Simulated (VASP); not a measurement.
# Zr3MoF (Pm-3m) in VASP: notebook, part 2 of 2

VASP 6.6.1. Earlier steps stand in the parts before.

## 5. Single point, PBE, collinear spin, ferromagnetic start

This run uses another cell than the first one, of 25.62 Å³/atom, 0.986 times its volume.

INCAR reads:

```
PREC = Accurate
ENCUT = 520
EDIFF = 1E-6
ISMEAR = 0
SIGMA = 0.1
LREAL = False
LASPH = True
NELM = 150
ALGO = Normal
ISIF = 2
LWAVE = False
LCHARG = False
ISPIN = 2
MAGMOM = 0 0 0 1 0
LORBIT = 11
LMAXMIX = 4
GGA = PE
NBANDS = 40
```

KPOINTS reads:

```
Automatic mesh
0
Gamma
  4 4 4
```

POSCAR reads:

```
Zr3MoF
1.0
    5.0413201719      0.0000000000      0.0000000000
    0.0000000000      5.0413201719      0.0000000000
    0.0000000000      0.0000000000      5.0413201719
Zr Mo F
3 1 1
Direct
    0.5000000000      0.0000000000      0.0000000000
    0.0000000000      0.5000000000      0.0000000000
    0.0000000000      0.0000000000      0.5000000000
    0.0000000000      0.0000000000      0.0000000000
    0.5000000000      0.5000000000      0.5000000000
```

Started as:

```sh
$ cat potpaw_PBE.64/Zr_sv/POTCAR potpaw_PBE.64/Mo_sv/POTCAR potpaw_PBE.64/F/POTCAR > POTCAR
$ mpirun -np 1 vasp_std > vasp.out
```

It took 81 s on 1 thread of Intel Xeon Platinum 8375C at 2.90GHz (Ice Lake), shared host; peak memory 0.33 GiB.

Results (log left out):

| Item | Value |
| --- | --- |
| Free energy | -35.4805 eV |
| Pressure | 0.1 GPa |
| Net moment | 0.00 μB per cell |
| Valence electrons inside the program's atomic spheres | Zr 9.82; Mo 13.18; F 5.95 |

Levels at points of the mesh, in eV from the Fermi level:
Spin up:
```csv
k point,band 24,band 25,band 26,band 27,band 28,band 29,band 30,band 31,band 32,band 33
"(0.00, 0.00, 0.00)",-2.80,-2.80,-2.80,-1.16,-0.71,-0.71,1.74,1.74,1.74,2.84
"(0.50, 0.00, 0.00)",-2.25,-2.25,-1.29,-0.45,-0.15,0.12,0.12,0.24,1.29,1.38
"(0.50, 0.50, 0.00)",-1.48,-0.98,-0.98,-0.55,-0.29,0.16,0.41,0.41,0.84,1.51
"(0.50, 0.50, 0.50)",-0.96,-0.96,-0.96,-0.51,0.33,0.33,0.33,0.43,0.43,0.54
```
Spin down:
```tsv
k point	band 24	band 25	band 26	band 27	band 28	band 29	band 30	band 31	band 32	band 33
(0.00, 0.00, 0.00)	-2.80	-2.80	-2.80	-1.16	-0.71	-0.71	1.74	1.74	1.74	2.84
(0.50, 0.00, 0.00)	-2.25	-2.25	-1.29	-0.45	-0.15	0.12	0.12	0.24	1.29	1.38
(0.50, 0.50, 0.00)	-1.48	-0.98	-0.98	-0.55	-0.29	0.16	0.41	0.41	0.84	1.51
(0.50, 0.50, 0.50)	-0.96	-0.96	-0.96	-0.51	0.33	0.33	0.33	0.43	0.43	0.54
```

## 6. Relaxation of cell and atoms, PBE, collinear spin, ferromagnetic start

This run uses another cell than the first one, of 17.86 Å³/atom, 0.688 times its volume.

INCAR reads:

```
SYSTEM = Zr3MoF
PREC     = Accurate       ! precision mode
ENCUT    = 600            ! plane-wave cutoff, eV
EDIFF    = 1E-6           ! SCF threshold, eV
ISMEAR   = 0              ! smearing method
SIGMA    = 0.1            ! smearing width, eV
LREAL    = .FALSE.        ! projectors in reciprocal space
LASPH    = .TRUE.         ! aspherical terms in the spheres
NELM     = 150            ! most SCF steps
ALGO     = Normal         ! electronic algorithm
ISIF     = 3              ! what is computed and relaxed
LWAVE    = .FALSE.        ! write WAVECAR
LCHARG   = .FALSE.        ! write CHGCAR
ISPIN    = 2              ! spin polarisation
MAGMOM   = 0 0 0 1 0      ! initial moments
LORBIT   = 11             ! projections on sites
LMAXMIX  = 4              ! l up to which the mixer works
GGA      = PE             ! functional
IBRION   = 2              ! ionic algorithm
NSW      = 90             ! ionic steps
EDIFFG   = -0.04          ! ionic threshold
```

KPOINTS reads:

```
regular mesh
0
G
  4 4 4
  0 0 0
```

Changes to POSCAR since step 5:

```diff
@@ -2,5 +2,5 @@
 1.0
-    5.0413201719      0.0000000000      0.0000000000
-    0.0000000000      5.0413201719      0.0000000000
-    0.0000000000      0.0000000000      5.0413201719
+    4.4699795900      0.0000000000      0.0000000000
+    0.0000000000      4.4699795900      0.0000000000
+    0.0000000000      0.0000000000      4.4699795900
 Zr Mo F
```

Potentials or basis: VASP PAW PBE potentials, release 64 (Zr_sv, Mo_sv, F).

Started as:

```sh
$ cat potpaw_PBE.64/Zr_sv/POTCAR potpaw_PBE.64/Mo_sv/POTCAR potpaw_PBE.64/F/POTCAR > POTCAR
$ mpirun -np 1 vasp_std > vasp.out
```

OUTCAR:

```text
SYSTEM = Zr3MoF
   PREC = Accurate
   ENCUT = 600
   EDIFF = 1E-6
   ISMEAR = 0
   LREAL = .FALSE.
   LASPH = .TRUE.
   NELM = 150
   ISIF = 3
   ISPIN = 2
   LORBIT = 11
   GGA = PE
   IBRION = 2
   NSW = 90
   EDIFFG = -0.04

 ion  position               nearest neighbor table
   1  0.500  0.000  0.000-   4 2.23   4 2.23   2 3.16   3 3.16   2 3.16   2 3.16   3 3.16   3 3.16
                             3 3.16   2 3.16
   2  0.000  0.500  0.000-   4 2.23   4 2.23   1 3.16   3 3.16   1 3.16   3 3.16   3 3.16   3 3.16
                             1 3.16   1 3.16
   3  0.000  0.000  0.500-   4 2.23   4 2.23   1 3.16   1 3.16   2 3.16   2 3.16   2 3.16   2 3.16
                             1 3.16   1 3.16
   4  0.000  0.000  0.000-   1 2.23   2 2.23   3 2.23   3 2.23   2 2.23   1 2.23
   5  0.500  0.500  0.500-

  LATTYP: Found a simple cubic cell.
[... 1899 lines left out ...]
 number of electron      57.0000027 magnetization       0.0000001

 Free energy of the ion-electron system (eV)
  ---------------------------------------------------
  ext. energy  EPLUGINS =         0.00000000
  ---------------------------------------------------
  free energy    TOTEN  =       -35.44680840 eV

  energy without entropy =      -35.42362034  energy(sigma->0) =      -35.43521437

 E-fermi :   5.4004     XC(G=0):  -9.6639

 val. band max:        5.3197969721   @ k =   0.5000   0.2500   0.0000
 cond. band min:       5.4628921040   @ k =   0.5000   0.2500   0.0000
 fundamental gap:      0.1430951318
 Fermi energy:         5.4003738237
[... 795 lines left out ...]
  FREE ENERGIE OF THE ION-ELECTRON SYSTEM (eV)
  ---------------------------------------------------
  free  energy   TOTEN  =       -35.4468083994 eV

  energy  without entropy=      -35.4236203361  energy(sigma->0) =      -35.43521437

 reached required accuracy - stopping structural energy minimisation

 total charge

# of ion       s       p       d       tot
------------------------------------------
    1        2.235   5.934   1.654   9.823
    2        2.235   5.934   1.654   9.823
    3        2.235   5.934   1.654   9.823
    4        2.448   6.110   4.630  13.188
    5        1.758   4.206   0.000   5.964
--------------------------------------------------
tot         10.911  28.119   9.590  48.621

 magnetization (x)

# of ion       s       p       d       tot
------------------------------------------
    1       -0.000   0.000   0.000   0.000
    2       -0.000   0.000   0.000   0.000
    3       -0.000   0.000   0.000   0.000
    4        0.000   0.000  -0.000  -0.000
    5       -0.000  -0.000   0.000  -0.000
--------------------------------------------------
tot         -0.000   0.000  -0.000   0.000
```

CONTCAR:

```text
Zr3MoF
   1.00000000000000
     5.0375030833054906    0.0000000000000000    0.0000000000000000
     0.0000000000000000    5.0375030833054906    0.0000000000000000
     0.0000000000000000   -0.0000000000000000    5.0375030833054906
  Zr              Mo              F
     3     1     1
Direct
     0.5000000000000000    0.0000000000000000    0.0000000000000000
     0.0000000000000000    0.5000000000000000    0.0000000000000000
     0.0000000000000000    0.0000000000000000    0.5000000000000000
     0.0000000000000000    0.0000000000000000    0.0000000000000000
     0.5000000000000000    0.5000000000000000    0.5000000000000000

  0.00000000E+00  0.00000000E+00  0.00000000E+00
  0.00000000E+00  0.00000000E+00  0.00000000E+00
  0.00000000E+00  0.00000000E+00  0.00000000E+00
  0.00000000E+00  0.00000000E+00  0.00000000E+00
  0.00000000E+00  0.00000000E+00  0.00000000E+00
```

Run time: 6.8 min. Hardware: 1 thread of Intel Xeon Platinum 8259CL at 2.50GHz (Skylake/Cascade Lake), shared host; peak memory 0.28 GiB.

Results:

* Free energy: -35.4468 eV
* Relaxed volume: 25.57 Å³/atom
* Relaxed cell: a = 5.038 Å, b = 5.038 Å, c = 5.038 Å, α = 90.00°, β = 90.00°, γ = 90.00°
* Space group after relaxing (to 0.05 Å): Pm-3m (No. 221)
* Energy gained by relaxing: 895.1 meV/atom
* Ionic steps: 5
* Pressure after relaxing: 0.1 GPa
* Net moment: 0.00 μB per cell
* Valence electrons inside the program's atomic spheres: Zr 9.82; Mo 13.19; F 5.96

The path:
```tsv
step	energy change (eV)	largest force (eV/Å)	pressure (GPa)	volume (Å³)
1	0.0000	0.0000	51.04	89.31
2	-1.2822	0.0000	-14.41	184.91
3	-4.4684	0.0000	-1.07	130.08
4	-4.4746	0.0000	-0.38	128.72
5	-4.4753	0.0000	0.11	127.83
```

Final structure:
```
Zr Mo F
1.0
     5.03750    0.00000    0.00000
     0.00000    5.03750    0.00000
     0.00000    0.00000    5.03750
Zr Mo F
3 1 1
Direct
  0.50000 0.00000 0.00000
  0.00000 0.50000 0.00000
  0.00000 0.00000 0.50000
  0.00000 0.00000 0.00000
  0.50000 0.50000 0.50000
```

Caveat: the volume moved by over 15 % at a fixed basis, so the end points are rough.

## 7. Overview

```tsv
task	spin	cell	k mesh	cutoff (eV)	gap on the mesh (eV)	pressure (GPa)	moment (μB)	relaxed volume (Å³/atom)
single point	off	a = 5.064 Å, 5 atoms	8 × 8 × 8	520	none	0.1	-	-
relaxation of cell and atoms	off	relaxed from a = 5.041 Å, 5 atoms	8 × 8 × 8	600	none	0.0	-	26.01
single point	collinear, ferromagnetic start	a = 4.470 Å, 5 atoms	4 × 4 × 4	520	none	51.1	0.00	-
single point	collinear, ferromagnetic start	a = 5.041 Å, 5 atoms	4 × 4 × 4	520	none	0.1	0.00	-
relaxation of cell and atoms	collinear, ferromagnetic start	relaxed from a = 4.470 Å, 5 atoms	4 × 4 × 4	600	none	0.1	0.00	25.57
```

Alike in all rows: level PBE; potentials or basis VASP PAW PBE potentials, release 64 (Zr_sv, Mo_sv, F); smearing gaussian 0.1 eV.

Caveats: an odd number of electrons without spin polarisation forces a metal (some runs); a magnetic or distorted state may lie lower (some runs); the volume moved by over 15 % at a fixed basis, so the end points are rough (some runs).

Total energies depend on the potentials used, so only differences within one code and one set of settings carry meaning.
